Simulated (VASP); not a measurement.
# Be16H (a cell with a defect) in VASP: further runs, part 2 of 2

VASP 6.6.1. The steps go on from the part before.

### Step 3. Single point, PBE

INCAR reads:

```
SYSTEM = Be16H
PREC = Accurate
ENCUT = 520
EDIFF = 1E-7
ISMEAR = 0
SIGMA = 0.05
LREAL = Auto
LASPH = .TRUE.
NELM = 60
ALGO = Normal
ISIF = 2
LWAVE = .FALSE.
LCHARG = .FALSE.
GGA = PE
NBANDS = 30
```

KPOINTS reads:

```
Automatic mesh
0
G
  4 4 3
  0 0 0
```

POSCAR reads:

```
Be16H
1.0
   -2.2900000000     -3.9663960000      0.0000000000
    3.4350000000     -1.9831980000      0.0000000000
    0.0000000000      0.0000000000      7.1768600000
Be H
16 1
Direct
    0.7495857629      0.5046855558     -0.0012258451
    0.5092526447      0.3373020750      0.2539136679
    0.7497022297      0.5036360439      0.5028375396
    0.5016730634      0.3344248434      0.7502313884
    0.5092962860     -0.0046645930     -0.0037416803
    0.2496567407      0.8251947856      0.2541948565
    0.5016342713     -0.0016577554      0.4999829888
    0.2497076369      0.8383189394      0.7471551175
    0.2496507750      0.5076021422     -0.0040867860
   -0.0100283376      0.3375149453      0.2539364639
    0.2497020676      0.4943870987      0.5030042627
   -0.0023098280      0.3342980161      0.7502224035
   -0.0100109152     -0.0048465631     -0.0037534161
    0.7495679365      0.8280176396      0.2514598532
   -0.0022606420     -0.0015462936      0.4999945289
    0.7497194836      0.8290839700      0.7473495050
    0.2492240346      0.1662430600      0.1248701617
```

Potentials or basis: VASP PAW PBE potentials, release 64 (Be, H).

Run with:

```sh
> cat potpaw_PBE.64/Be/POTCAR potpaw_PBE.64/H/POTCAR > POTCAR
> mpirun -np 1 vasp_std > vasp.out
```

Run time: 4.9 min. Hardware: 1 thread of Intel Xeon 8259CL, shared host; peak memory 0.26 GiB.

It converged, with:

```yaml
Free_energy: -61.7173 eV
Pressure: -0.1 GPa
Largest_force: 0.005 eV/Å
Band_gap_on_the_k_mesh: zero (an odd number of electrons rules out a gap without spin polarisation)
```

Forces on the atoms (eV/Å):
```
Be  -0.003  0.001 -0.001
Be   0.002 -0.002  0.001
Be  -0.001  0.002  0.001
Be   0.000  0.003 -0.002
Be   0.000 -0.001 -0.001
Be  -0.004  0.002  0.001
Be   0.001  0.001  0.000
Be   0.001  0.001  0.002
Be   0.000 -0.001  0.001
Be  -0.002 -0.001 -0.001
Be   0.001  0.001 -0.002
Be   0.001 -0.002 -0.001
Be   0.003 -0.001  0.000
Be   0.002 -0.002  0.000
Be  -0.002  0.001 -0.002
Be   0.002  0.001  0.001
H   -0.001 -0.002  0.005
```

Stress tensor (GPa, compression positive):
```
 0.60 -0.83 -0.60
-0.83 -0.35  0.34
-0.60  0.34 -0.68
```

Levels at points of the mesh, in eV from the Fermi level:
```tsv
k point	band 13	band 14	band 15	band 16	band 17	band 18	band 19	band 20
(0.00, 0.00, 0.00)	-4.29	-3.86	-0.21	-0.20	0.15	0.23	0.60	0.86
(0.50, 0.00, 0.00)	-2.76	-2.73	-2.61	-2.46	-0.57	0.01	0.06	0.24
(0.00, 0.50, 0.00)	-3.88	-3.87	-3.00	-2.80	0.02	0.31	0.48	0.56
(0.50, 0.50, 0.00)	-1.79	-1.14	-1.10	-1.10	0.19	0.23	0.35	0.45
```

Caveat: the k points lie up to 0.40 Å⁻¹ apart, too coarse for converged energies and pressures of a metal.

### Step 4. Single point, PBE

INCAR reads:

```
SYSTEM = Be16H
PREC = Accurate
ENCUT = 520
EDIFF = 1E-6
ISMEAR = 0
SIGMA = 0.05
LREAL = Auto
LASPH = .True.
NELM = 60
ALGO = Normal
ISIF = 2
LWAVE = .False.
LCHARG = .False.
GGA = PE
NBANDS = 30
```

KPOINTS reads:

```
regular mesh
0
Gamma
  4 4 3
  0 0 0
```

POSCAR reads:

```
Be16H
1.0
   -2.2900000000     -3.9663960000      0.0000000000
    3.4350000000     -1.9831980000      0.0000000000
    0.0000000000      0.0000000000      7.1768600000
Be H
16 1
Direct
    0.7505225014      0.5036292658     -0.0023595277
    0.5101643834      0.3375855715      0.2465562934
    0.7504862110      0.5047320009      0.5017266604
    0.5024389301      0.3342748617      0.7503201957
    0.5023709025     -0.0016226006      0.0005604122
    0.2503645463      0.8250896102      0.2463145442
    0.5100920764     -0.0047520073      0.5042768007
    0.2505182152      0.8383058844      0.7533660960
    0.2505302685      0.4943811688     -0.0024932909
   -0.0092008857      0.3373618550      0.2465829067
    0.2504050875      0.5075515721      0.5045857102
   -0.0015382491      0.3343762473      0.7503137863
   -0.0014771790     -0.0016750335      0.0005466179
    0.7504990704      0.8281076772      0.2490304952
   -0.0092169206     -0.0045320956      0.5042526955
    0.7504890034      0.8291030037      0.7531474768
    0.2508475819      0.1661836864      0.3755650800
```

Potentials or basis: VASP PAW PBE potentials, release 64 (Be, H).

Run with:

```sh
> cat potpaw_PBE.64/Be/POTCAR potpaw_PBE.64/H/POTCAR > POTCAR
> mpirun -np 1 vasp_std > vasp.out
```

OUTCAR:

```text
SYSTEM = Be16H
   PREC = Accurate
   ENCUT = 520
   EDIFF = 1E-6
   ISMEAR = 0
   LREAL = Auto
   LASPH = .True.
   NELM = 60
   ISIF = 2
   GGA = PE

 ion  position               nearest neighbor table
   1  0.751  0.504  0.998-  16 2.18   2 2.20  10 2.20  12 2.21   4 2.21  14 2.22  13 2.27   5 2.27
                             9 2.29   9 2.29  13 2.30   5 2.30
   2  0.510  0.338  0.247-   1 2.20  10 2.20   5 2.22   9 2.24  14 2.24   3 2.24   6 2.27   7 2.29
                            14 2.30  11 2.30   6 2.36  10 2.38
   3  0.750  0.505  0.502-  16 2.22  12 2.22   4 2.22  14 2.22   7 2.24  15 2.24   2 2.24  10 2.24
                            11 2.29  11 2.29  15 2.30   7 2.30
[... 1006 lines left out ...]
  in kB        6.0212226     -3.5380234     -6.7969960     -8.2857568     -3.4491029      5.9669251
  external PRESSURE =      -1.4379323 kB  Pullay stress =       0.0000000 kB

 VOLUME and BASIS-vectors are now :
 -----------------------------------------------------------------------------
  energy-cutoff  :      520.00
  volume of cell :      130.38
      direct lattice vectors                 reciprocal lattice vectors
    -2.290000000 -3.966396000  0.000000000    -0.109170306 -0.189088533  0.000000000
     3.435000000 -1.983198000  0.000000000     0.218340611 -0.126059022  0.000000000
     0.000000000  0.000000000  7.176860000     0.000000000  0.000000000  0.139336702

 POSITION                                       TOTAL-FORCE (eV/Angst)
 -----------------------------------------------------------------------------------
      0.01127     -3.97567      7.15993        -0.000465      0.001526      0.000785
     -0.00867     -2.69301      1.76950        -0.000508      0.003340      0.001202
      0.01514     -3.97771      3.60082        -0.002103      0.000648      0.001834
     -0.00235     -2.65580      5.38494         0.002615     -0.000615     -0.000973
      2.27900     -3.97258      0.00402        -0.001348     -0.000671     -0.000378
      2.26085     -2.62936      1.76776        -0.002322     -0.001010      0.000120
[... 9 lines left out ...]
      1.12935     -4.62101      5.40523         0.001290     -0.000202      0.000168
     -0.00360     -1.32454      2.69538         0.001261      0.001340     -0.002157
 -----------------------------------------------------------------------------------
    total drift:                               -0.000291      0.000261     -0.000257

  FREE ENERGIE OF THE ION-ELECTRON SYSTEM (eV)
  ---------------------------------------------------
  free  energy   TOTEN  =       -61.7172998202 eV

  energy  without entropy=      -61.7150537801  energy(sigma->0) =      -61.71617680
```

OSZICAR:

```text
N       E                     dE             d eps       ncg     rms          rms(c)
DAV:   1     0.343467478872E+02    0.34347E+02   -0.12738E+04  1560   0.931E+02
DAV:   2    -0.581439015991E+02   -0.92491E+02   -0.85282E+02  2086   0.170E+02
DAV:   3    -0.622413194981E+02   -0.40974E+01   -0.40014E+01  2052   0.297E+01
DAV:   4    -0.622827933165E+02   -0.41474E-01   -0.41365E-01  1970   0.361E+00
DAV:   5    -0.622832736656E+02   -0.48035E-03   -0.48019E-03  1996   0.292E-01    0.372E+00
DAV:   6    -0.618707423634E+02    0.41253E+00   -0.10404E-01  2088   0.221E+00    0.223E+00
DAV:   7    -0.617232021464E+02    0.14754E+00   -0.74630E-02  1886   0.177E+00    0.560E-01
DAV:   8    -0.617175461072E+02    0.56560E-02   -0.68953E-03  2016   0.515E-01    0.118E-01
DAV:   9    -0.617172953510E+02    0.25076E-03   -0.36615E-04  1906   0.924E-02    0.345E-02
DAV:  10    -0.617172965626E+02   -0.12116E-05   -0.12228E-04  1912   0.445E-02    0.723E-03
DAV:  11    -0.617172978628E+02   -0.13002E-05   -0.73874E-06  1870   0.122E-02    0.288E-03
DAV:  12    -0.617172994537E+02   -0.15909E-05   -0.86259E-07  1280   0.545E-03    0.585E-04
DAV:  13    -0.617172998202E+02   -0.36652E-06   -0.93787E-08  1236   0.155E-03
   1 F= -.61717300E+02 E0= -.61716177E+02  d E =-.224604E-02
```

Run time: 4.9 min. Hardware: 1 thread of Intel Xeon 8259CL, shared host; peak memory 0.26 GiB.

What came out:

```
Free energy            : -61.7173 eV
Pressure               : -0.1 GPa
Largest force          : 0.004 eV/Å
Band gap on the k mesh : zero (an odd number of electrons rules out a gap without spin polarisation)
```

Forces in eV/Å, atoms in the order of the input:
```
Be   0.000  0.002  0.001
Be  -0.001  0.003  0.001
Be  -0.002  0.001  0.002
Be   0.003 -0.001 -0.001
Be  -0.001 -0.001  0.000
Be  -0.002 -0.001  0.000
Be   0.001 -0.001 -0.001
Be   0.001  0.002 -0.003
Be   0.001  0.002  0.002
Be   0.001 -0.002 -0.001
Be   0.001 -0.001 -0.001
Be  -0.002 -0.003  0.001
Be   0.000 -0.002 -0.001
Be   0.001  0.000  0.001
Be  -0.003  0.001  0.001
Be   0.001  0.000  0.000
H    0.001  0.001 -0.002
```

Stress tensor (GPa, compression positive):
```
 0.60 -0.83  0.60
-0.83 -0.35 -0.34
 0.60 -0.34 -0.68
```

Caveat: the k points lie up to 0.40 Å⁻¹ apart, too coarse for converged energies and pressures of a metal.

### Step 5. Single point, PBE

INCAR reads:

```
PREC = Accurate
ENCUT = 520
EDIFF = 1E-6
ISMEAR = 0
SIGMA = 0.05
LREAL = Auto
LASPH = T
NELM = 60
ALGO = Normal
ISIF = 2
LWAVE = F
LCHARG = F
GGA = PE
NBANDS = 30
```

KPOINTS reads:

```
regular mesh
0
Gamma
  4 4 3
```

POSCAR reads:

```
Be16H
1.0
   -2.2900000000     -3.9663960000      0.0000000000
    3.4350000000     -1.9831980000      0.0000000000
    0.0000000000      0.0000000000      7.1768600000
Be H
16 1
Direct
    0.7495856395      0.5046856228     -0.0012258843
    0.5092525667      0.3373020023      0.2539136893
    0.7497022126      0.5036361184      0.5028375919
    0.5016731201      0.3344248749      0.7502314383
    0.5092962567     -0.0046645042     -0.0037417478
    0.2496567297      0.8251947339      0.2541948707
    0.5016341889     -0.0016578478      0.4999830009
    0.2497076791      0.8383189477      0.7471551626
    0.2496507107      0.5076020749     -0.0040867455
   -0.0100282926      0.3375150538      0.2539364012
    0.2497021022      0.4943871366      0.5030042386
   -0.0023098949      0.3342979158      0.7502223814
   -0.0100109194     -0.0048465809     -0.0037534521
    0.7495679021      0.8280176116      0.2514598306
   -0.0022605643     -0.0015463442      0.4999945659
    0.7497194578      0.8290840054      0.7473495373
    0.2492239983      0.1662430731      0.1248702079
```

Run with:

```sh
> cat potpaw_PBE.64/Be/POTCAR potpaw_PBE.64/H/POTCAR > POTCAR
> mpirun -np 1 vasp_std > vasp.out
```

It took 5.4 min on 1 thread of Intel Xeon 8259CL, shared host; peak memory 0.26 GiB.

Results (log left out):

* Free energy: -61.7173 eV
* Pressure: -0.1 GPa
* Largest force: 0.005 eV/Å
* Band gap on the k mesh: zero (an odd number of electrons rules out a gap without spin polarisation)

Forces in eV/Å, atoms in the order of the input:
```
Be  -0.003  0.001 -0.001
Be   0.002 -0.002  0.001
Be  -0.001  0.002  0.001
Be   0.000  0.003 -0.002
Be   0.000 -0.001 -0.001
Be  -0.004  0.002  0.001
Be   0.001  0.001  0.000
Be   0.001  0.001  0.002
Be   0.000 -0.001  0.001
Be  -0.002 -0.001 -0.001
Be   0.001  0.001 -0.002
Be   0.001 -0.002 -0.001
Be   0.003 -0.001  0.000
Be   0.002 -0.002  0.000
Be  -0.002  0.001 -0.002
Be   0.002  0.001  0.001
H   -0.001 -0.002  0.005
```

Stress tensor (GPa, compression positive):
```
 0.60 -0.83 -0.60
-0.83 -0.35  0.34
-0.60  0.34 -0.68
```

Levels at points of the mesh, in eV from the Fermi level:
| k point | band 12 | band 13 | band 14 | band 15 | band 16 | band 17 | band 18 | band 19 | band 20 | band 21 |
| --- | --- | --- | --- | --- | --- | --- | --- | --- | --- | --- |
| (0.00, 0.00, 0.00) | -4.41 | -4.29 | -3.86 | -0.21 | -0.20 | 0.15 | 0.23 | 0.60 | 0.86 | 0.88 |
| (0.50, 0.00, 0.00) | -2.77 | -2.76 | -2.73 | -2.61 | -2.46 | -0.57 | 0.01 | 0.06 | 0.24 | 0.39 |
| (0.00, 0.50, 0.00) | -4.23 | -3.88 | -3.87 | -3.00 | -2.80 | 0.02 | 0.31 | 0.48 | 0.56 | 0.70 |
| (0.50, 0.50, 0.00) | -6.64 | -1.79 | -1.14 | -1.10 | -1.10 | 0.19 | 0.23 | 0.35 | 0.45 | 3.82 |

Caveat: the k points lie up to 0.40 Å⁻¹ apart, too coarse for converged energies and pressures of a metal.
